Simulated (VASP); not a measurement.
Set up this calculation in VASP 6.6.1, as the native input.

| Quantity | Value |
| --- | --- |
| Task | single point |
| Functional | PBE |
| Potentials or basis | VASP PAW PBE potentials, release 64 (Rb_sv, Br) |
| Cutoff | 520 eV |
| k mesh | 6 × 6 × 6 |
| Occupations | gaussian, width 0.02 eV |
| Spin | no spin polarisation |
| Dipole correction | no |
| Further INCAR settings | ALGO = Normal; EDIFF = 1e-06; NBANDS = 15 |

The structure of RbBr lies in POSCAR:

```
RbBr
1.0
    3.8169787283      0.0000000000      0.0000000000
    0.0000000000      3.8169787283      0.0000000000
    0.0000000000      0.0000000000      3.8169787283
Rb Br
1 1
Direct
    0.0000000000      0.0000000000      0.0000000000
    0.5000000000      0.5000000000      0.5000000000
```

One way to write it, as run:

INCAR

```
  PREC = Accurate
  ENCUT = 520
  EDIFF = 1E-6
  ISMEAR = 0
  SIGMA = 0.02
  LREAL = False
  LASPH = True
  NELM = 60
  ALGO = Normal
  ISIF = 2
  LWAVE = False
  LCHARG = False
  GGA = PE
  NBANDS = 15
```

KPOINTS

```
Automatic mesh
0
Gamma
  6 6 6
```

Potentials or basis: VASP PAW PBE potentials, release 64 (Rb_sv, Br).

The run is started by

```console
$ cat potpaw_PBE.64/Rb_sv/POTCAR potpaw_PBE.64/Br/POTCAR > POTCAR
$ mpirun -np 1 vasp_std > vasp.out
```

It gave:

- Pressure: 8.1 GPa
- Band gap on the k mesh: 5.07 eV (least direct gap 5.21 eV)

Caveat: the cell stands under pressure.

It took 33 s on 1 thread of Intel Xeon 8259CL, with other jobs on the host, peak memory 0.16 GiB.
